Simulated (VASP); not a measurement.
Write the native input for VASP 6.6.1 that does the following.

```yaml
Task: single point
Functional: PBE
Potentials_or_basis: VASP PAW PBE potentials, release 64 (W_sv, C, H)
Cutoff: 520 eV
k_mesh: 4 × 4 × 1
Occupations: fermi-dirac, width 0.05 eV
Spin: no spin polarisation
Dipole_correction: no
Further_INCAR_settings: LREAL = Auto; ALGO = Normal; EDIFF = 1e-06; NBANDS = 88
```

The structure of HW4C4 lies in POSCAR:

```
HW4C4
1.0
    5.7868000000      0.0000000000      0.0000000000
   -2.8934000000      5.0115160000      0.0000000000
    0.0000000000      0.0000000000     17.2472500000
W C H
8 8 2
Direct
    0.0000000000      0.0000000000      0.0579803157
   -0.0021312627      0.0009707641      0.2243821479
    0.0000000000      0.5000000000      0.0579803157
   -0.0019883464      0.5000137683      0.2241416458
    0.5000000000      0.0000000000      0.0579803157
    0.4979328621      0.0004679223      0.2247463799
    0.5000000000      0.5000000000      0.0579803157
    0.4972355700      0.5000846051      0.2237058662
    0.3324181082      0.1666334099      0.1344738437
    0.3304711980      0.1680551354      0.2890466596
    0.3325677916      0.6671885314      0.1344513473
    0.3306397432      0.6655536967      0.2890631840
    0.8325035047      0.1667499415      0.1345651626
    0.8315621684      0.1678557945      0.2895287655
    0.8325333207      0.6668403333      0.1343574773
    0.8303653654      0.6669189523      0.2882721593
    0.7186538548      0.4246730929      0.4056533650
    0.6477756235      0.4992531202      0.4165929061
```

These files were run (other wordings do the same):

INCAR

```
SYSTEM = HW4C4
ALGO     = Normal         ! electronic algorithm
EDIFF    = 1E-6           ! SCF threshold, eV
ENCUT    = 520            ! plane-wave cutoff, eV
GGA      = PE             ! functional
ISIF     = 2              ! what is computed and relaxed
ISMEAR   = -1             ! smearing method
LASPH    = .TRUE.         ! aspherical terms in the spheres
LCHARG   = .FALSE.        ! write CHGCAR
LREAL    = Auto         
LWAVE    = .FALSE.        ! write WAVECAR
NBANDS   = 88             ! bands
NELM     = 80             ! most SCF steps
PREC     = Accurate       ! precision mode
SIGMA    = 0.05           ! smearing width, eV
```

KPOINTS

```
k-points
0
G
  4 4 1
  0 0 0
```

Potentials or basis: VASP PAW PBE potentials, release 64 (W_sv, C, H).

Run with:

```bash
$ cat potpaw_PBE.64/W_sv/POTCAR potpaw_PBE.64/C/POTCAR potpaw_PBE.64/H/POTCAR > POTCAR
$ mpirun -np 1 vasp_std > vasp.out
```

It gave:

```yaml
Largest_force: 0.227 eV/Å
Band_gap_on_the_k_mesh: zero (bands 73 and 74 overlap by 0.64 eV)
```

Caveat: spin-orbit coupling is left out, which moves the levels of the heavy elements.

Wall time 13 min on 1 thread of Intel(R) Xeon(R) 6975P-C (Granite Rapids) (shared host), peak memory 0.75 GiB.
